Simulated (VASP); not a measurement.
# Yb (Im-3m) in VASP: a series of runs, part 2 of 2

VASP 6.6.1. Earlier steps stand in the parts before.

**3. Single point, PBE**

This run uses another cell than the first one, of 34.62 Å³/atom.

Input file INCAR:

```
SYSTEM = Yb
ALGO = Normal
EDIFF = 1E-6
ENCUT = 520
GGA = PE
ISIF = 2
ISMEAR = -1
LASPH = .True.
LCHARG = .False.
LREAL = .False.
LWAVE = .False.
NBANDS = 18
NELM = 80
PREC = Accurate
SIGMA = 0.08
```

Input file KPOINTS:

```
k-points
0
Gamma
  14 14 14
  0 0 0
```

Input file POSCAR:

```
Yb
1.0
   -2.0532432949      2.0532432949      2.0532432949
    2.0532432949     -2.0532432949      2.0532432949
    2.0532432949      2.0532432949     -2.0532432949
Yb
1
Direct
    0.0000000000      0.0000000000      0.0000000000
```

Potentials or basis: VASP PAW PBE potentials, release 64 (Yb).

Started as:

```sh
$ cat potpaw_PBE.64/Yb/POTCAR > POTCAR
$ mpirun -np 1 vasp_std > vasp.out
```

OUTCAR:

```text
SYSTEM = Yb
   EDIFF = 1E-6
   ENCUT = 520
   GGA = PE
   ISIF = 2
   ISMEAR = -1
   LASPH = .True.
   LREAL = .False.
   NELM = 80
   PREC = Accurate

 ion  position               nearest neighbor table
   1  0.000  0.000  0.000-

  LATTYP: Found a body centered cubic cell.
 ALAT       =     4.1064865898

  Lattice vectors:

 A1 = (  -2.0532432949,   2.0532432949,   2.0532432949)
 A2 = (   2.0532432949,  -2.0532432949,   2.0532432949)
 A3 = (   2.0532432949,   2.0532432949,  -2.0532432949)

Analysis of symmetry for initial positions (statically):
=====================================================================
 Subroutine PRICEL returns:
 Original cell was already a primitive cell.

 Routine SETGRP: Setting up the symmetry group for a
 body centered cubic supercell.

 Subroutine GETGRP returns: Found 48 space group operations
 (whereof 48 operations were pure point group operations)
 out of a pool of 48 trial point group operations.

[... 153 lines left out ...]
  ext. energy  EPLUGINS =         0.00000000
  ---------------------------------------------------
  free energy    TOTEN  =        -3.59634314 eV

  energy without entropy =       -3.54940473  energy(sigma->0) =       -3.57287393

 E-fermi :   1.6947     XC(G=0):  -9.6095

 val. band max:        1.6802318525   @ k =  -0.4286  -0.4286   0.2143
 cond. band min:       1.8276413572   @ k =  -0.4286   0.5000   0.2143
 fundamental gap:      0.1474095047
 Fermi energy:         1.6947346766

 k-point     1 :       0.0000    0.0000    0.0000
  band No.  band energies     occupation
      1     -50.0557      2.00000
      2     -22.2050      2.00000
      3     -22.2050      2.00000
      4     -22.2050      2.00000
      5      -3.5384      2.00000
      6       1.1715      1.99712
[... 481 lines left out ...]
      5       1.0510      1.99936
      6       1.1908      1.99633
[... 10 lines left out ...]
     17       7.6174      0.00000
     18      10.4358      0.00000

 [... further k-points ...]

------------------------ aborting loop because EDIFF is reached ----------------------------------------

  FORCE on cell =-STRESS in cart. coord.  units (eV):
  Direction    XX          YY          ZZ          XY          YZ          ZX
  --------------------------------------------------------------------------------------
  -------------------------------------------------------------------------------------
  Total       -0.1119072     -0.1119072     -0.1119072      0.0000000      0.0000000     -0.0000000
  in kB       -5.1783028     -5.1783028     -5.1783028      0.0000000      0.0000000     -0.0000000
  external PRESSURE =      -5.1783028 kB  Pullay stress =       0.0000000 kB

 VOLUME and BASIS-vectors are now :
 -----------------------------------------------------------------------------
  energy-cutoff  :      520.00
  volume of cell :       34.62
      direct lattice vectors                 reciprocal lattice vectors
    -2.053243295  2.053243295  2.053243295     0.000000000  0.243517172  0.243517172
     2.053243295 -2.053243295  2.053243295     0.243517172  0.000000000  0.243517172
     2.053243295  2.053243295 -2.053243295     0.243517172  0.243517172  0.000000000

 POSITION                                       TOTAL-FORCE (eV/Angst)
 -----------------------------------------------------------------------------------
      0.00000      0.00000      0.00000        -0.000000      0.000000      0.000000
 -----------------------------------------------------------------------------------
    total drift:                               -0.000000     -0.000000     -0.000000

  FREE ENERGIE OF THE ION-ELECTRON SYSTEM (eV)
  ---------------------------------------------------
  free  energy   TOTEN  =        -3.5963431358 eV

  energy  without entropy=       -3.5494047340  energy(sigma->0) =       -3.57287393
```

OSZICAR:

```text
N       E                     dE             d eps       ncg     rms          rms(c)
DAV:   1     0.116919787798E+03    0.11692E+03   -0.87897E+03  4734   0.920E+03
[... 17 lines left out ...]
DAV:  19    -0.360451040760E+01   -0.34861E-02   -0.31780E-03  6956   0.154E+00    0.226E+00
DAV:  20    -0.360285300103E+01    0.16574E-02   -0.54088E-04  6044   0.779E-01    0.134E+00
DAV:  21    -0.359808183460E+01    0.47712E-02   -0.38141E-03  4908   0.230E+00    0.554E-01
DAV:  22    -0.359650652029E+01    0.15753E-02   -0.22831E-03  5660   0.171E+00    0.167E-01
DAV:  23    -0.359634831238E+01    0.15821E-03   -0.49535E-04  7272   0.654E-01    0.184E-01
DAV:  24    -0.359634233107E+01    0.59813E-05   -0.58717E-05  7092   0.218E-01    0.254E-02
DAV:  25    -0.359634313580E+01   -0.80473E-06   -0.71040E-06  6232   0.241E-02
   1 F= -.35963431E+01 E0= -.35728739E+01  d E =-.469384E-01
```

Wall time 3.9 min (1 thread of AMD EPYC 7R13, shared host); peak memory 0.22 GiB.

Results:

- Free energy: -3.5963 eV
- Pressure: -0.5 GPa
- Band gap on the k mesh: zero (bands 12 and 13 overlap by 0.63 eV)

Levels at points of the mesh, in eV from the Fermi level:
| k point | band 8 | band 9 | band 10 | band 11 | band 12 | band 13 | band 14 | band 15 | band 16 | band 17 |
| --- | --- | --- | --- | --- | --- | --- | --- | --- | --- | --- |
| (0.00, 0.00, 0.00) | -0.52 | -0.39 | -0.39 | -0.39 | -0.36 | 2.93 | 2.93 | 2.93 | 4.89 | 4.89 |
| (0.50, 0.00, 0.00) | -0.48 | -0.42 | -0.41 | -0.39 | -0.38 | 0.68 | 1.27 | 4.63 | 5.66 | 7.58 |
| (0.50, 0.50, 0.50) | -0.48 | -0.48 | -0.48 | -0.38 | -0.38 | -0.38 | 5.39 | 5.39 | 5.39 | 6.94 |

Caveat: spin-orbit coupling is left out, which moves the levels of the heavy elements. Spin polarisation is off, so any magnetic state and its effect on volume and gap are missing.

**4. Single point, LDA**

This run uses another cell than the first one, of 15.58 Å³/atom.

Input file INCAR:

```
SYSTEM = Yb
PREC = Accurate
ENCUT = 520
EDIFF = 1E-6
ISMEAR = -1
SIGMA = 0.08
LREAL = .False.
LASPH = .True.
NELM = 80
ALGO = Normal
ISIF = 2
LWAVE = .False.
LCHARG = .False.
GGA = CA
ISYM = 0
NBANDS = 18
```

Input file KPOINTS:

```
regular mesh
0
Gamma
  14 14 14
  0 0 0
```

Input file POSCAR:

```
Yb
1.0
   -1.5734197039      1.5734197039      1.5734197039
    1.5734197039     -1.5734197039      1.5734197039
    1.5734197039      1.5734197039     -1.5734197039
Yb
1
Direct
    0.0000000000      0.0000000000      0.0000000000
```

Started as:

```sh
$ cat potpaw_PBE.64/Yb/POTCAR > POTCAR
$ mpirun -np 1 vasp_std > vasp.out
```

It took 19 min on 1 thread of AMD EPYC 7R13, shared host; peak memory 0.51 GiB.

It converged, with:

| Quantity | Value |
| --- | --- |
| Free energy | -2.7581 eV |
| Pressure | 59.4 GPa |
| Band gap on the k mesh | zero (bands 12 and 13 overlap by 1.85 eV) |

Levels at points of the mesh, in eV from the Fermi level:
```tsv
k point	band 8	band 9	band 10	band 11	band 12	band 13	band 14	band 15	band 16	band 17
(0.00, 0.00, 0.00)	-1.33	-0.68	-0.68	-0.68	-0.53	3.55	3.55	3.55	7.64	7.64
(0.50, 0.00, 0.00)	-1.02	-0.81	-0.72	-0.71	-0.62	0.06	6.26	8.16	9.73	13.79
(0.00, 0.50, 0.00)	-1.02	-0.81	-0.72	-0.71	-0.62	0.06	6.26	8.16	9.73	13.79
(0.00, 0.00, 0.50)	-1.02	-0.81	-0.72	-0.71	-0.62	0.06	6.26	8.16	9.73	13.79
(0.50, 0.00, 0.50)	-1.02	-0.81	-0.72	-0.71	-0.62	0.06	6.26	8.16	9.73	13.79
(0.50, 0.50, 0.00)	-1.02	-0.81	-0.72	-0.71	-0.62	0.06	6.26	8.16	9.73	13.79
(0.00, 0.50, 0.50)	-1.02	-0.81	-0.72	-0.71	-0.62	0.06	6.26	8.16	9.73	13.79
(0.50, 0.50, 0.50)	-0.97	-0.97	-0.97	-0.64	-0.64	-0.64	12.88	12.88	12.88	13.62
```

Caveat: the cell stands under pressure; the PAW data sets were made with another functional, which shifts forces and pressure a little; spin-orbit coupling is left out, which moves the levels of the heavy elements.

**5. Overview**

| level | cell | gap on the mesh (eV) | pressure (GPa) |
| --- | --- | --- | --- |
| PBE | a = 3.496 Å, angles 109.5°, 1 atom | none | 0.3 |
| PBE | a = 3.556 Å, angles 109.5°, 1 atom | none | -0.5 |
| LDA | a = 2.725 Å, angles 109.5°, 1 atom | none | 59.4 |

Alike in all rows: task single point; potentials or basis VASP PAW PBE potentials, release 64 (Yb); no spin polarisation; k mesh 14 × 14 × 14; cutoff (eV) 520; smearing fermi-dirac 0.08 eV.

Caveats: spin-orbit coupling is left out, which moves the levels of the heavy elements; the cell stands under pressure (at least some runs); the PAW data sets were made with another functional, which shifts forces and pressure a little (at least some runs).

Total energies depend on the potentials used, so only differences within one code and one set of settings carry meaning.

The gap in the log of VASP goes by the Fermi energy; the results here count the filled bands.